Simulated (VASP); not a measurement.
Crystal: Mg.

```xyz
1
Lattice="3.0829 0.0000 0.0000 -1.5415 2.6699 0.0000 0.0000 0.0000 2.8980" Properties=species:S:1:pos:R:3 pbc="T T T"
Mg    0.0000    0.0000    0.0000
```

| Quantity | Value |
| --- | --- |
| Program | VASP 6.6.1 |
| Task | relaxation of cell and atoms |
| Functional | PBE |
| Potentials or basis | VASP PAW PBE potentials, release 64 (Mg) |
| Cutoff | 600 eV |
| k mesh | 14 × 14 × 13 |
| Occupations | fermi-dirac, width 0.1 eV |
| Spin | no spin polarisation |

At the start: pressure 1.9 GPa; volume 23.85 Å³/atom.

Q: Where does the relaxation end?

A: Over 6 steps the energy falls by 22.1 meV/atom and the volume is 25.59 Å³/atom (+7.3 %); space group P6/mmm (No. 191, to 0.05 Å).

Step by step:
| step | energy change (eV) | largest force (eV/Å) | pressure (GPa) | volume (Å³) |
| --- | --- | --- | --- | --- |
| 1 | 0.0000 | 0.0000 | 1.91 | 23.85 |
| 2 | -0.0162 | 0.0000 | 0.65 | 24.84 |
| 3 | -0.0211 | 0.0000 | -0.21 | 25.70 |
| 4 | -0.0212 | 0.0000 | -0.36 | 25.87 |
| 5 | -0.0221 | 0.0000 | -0.08 | 25.66 |
| 6 | -0.0221 | 0.0000 | 0.01 | 25.59 |

Final structure:
```cif
data_structure
_symmetry_space_group_name_H-M 'P 1'
_symmetry_Int_Tables_number 1
_cell_length_a 3.0859
_cell_length_b 3.0859
_cell_length_c 3.1027
_cell_angle_alpha 90.000
_cell_angle_beta 90.000
_cell_angle_gamma 120.000
_cell_volume 25.59
loop_
_atom_site_label
_atom_site_type_symbol
_atom_site_fract_x
_atom_site_fract_y
_atom_site_fract_z
_atom_site_occupancy
Mg1 Mg 0.00000 0.00000 0.00000 1
```
